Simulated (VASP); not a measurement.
Wanted: the native input for a VASP 6.6.1 run.

| Item | Value |
| --- | --- |
| Task | single point |
| Functional | PBE |
| Potentials or basis | VASP PAW PBE potentials, release 64 (Te, Mo_sv) |
| Cutoff | 520 eV |
| k mesh | 9 × 9 × 1 |
| Occupations | gaussian, width 0.011 eV |
| Spin | no spin polarisation |
| Dipole correction | no |
| Further INCAR settings | ALGO = Normal; EDIFF = 1e-06; NBANDS = 64 |

The structure of Te2Mo lies in POSCAR:

```
Te2Mo
1.0
    3.5613831954      0.0000000000      0.0000000000
   -1.7806915977      3.0842483198      0.0000000000
    0.0000000000      0.0000000000     38.9902681400
Te Mo
8 4
Direct
    0.3333333333      0.6666666667      0.3282231700
    0.3333333333      0.6666666667      0.9518180900
    0.6666666667      0.3333333333      0.1400809200
    0.6666666667      0.3333333333      0.7636306700
    0.6666666667      0.3333333333      0.0481819100
    0.6666666667      0.3333333333      0.6717768300
    0.3333333333      0.6666666667      0.2363693300
    0.3333333333      0.6666666667      0.8599190800
    0.6666666667      0.3333333333      0.2823380000
    0.6666666667      0.3333333333      0.9058588400
    0.3333333333      0.6666666667      0.0941411600
    0.3333333333      0.6666666667      0.7176620000
```

These files were run (other wordings do the same):

INCAR

```
SYSTEM = Te2Mo
  PREC = Accurate
  ENCUT = 520
  EDIFF = 1E-6
  ISMEAR = 0
  SIGMA = 0.011
  LREAL = .FALSE.
  LASPH = .TRUE.
  NELM = 60
  ALGO = Normal
  ISIF = 2
  LWAVE = .FALSE.
  LCHARG = .FALSE.
  GGA = PE
  NBANDS = 64
```

KPOINTS

```
Automatic mesh
0
G
  9 9 1
  0 0 0
```

Potentials or basis: VASP PAW PBE potentials, release 64 (Te, Mo_sv).

Run with:

```sh
$ cat potpaw_PBE.64/Te/POTCAR potpaw_PBE.64/Mo_sv/POTCAR > POTCAR
$ mpirun -np 1 vasp_std > vasp.out
```

Results of the run:

| Property | Result |
| --- | --- |
| Largest force | 0.231 eV/Å |
| Band gap on the k mesh | 0.99 eV (least direct gap 1.00 eV) |

Caveat: spin-orbit coupling is left out, which moves the levels of the heavy elements.

Run time: 14 min on 1 thread of Intel(R) Xeon(R) Platinum 8259CL CPU @ 2.50GHz (Skylake/Cascade Lake) (shared host), peak memory 0.67 GiB.
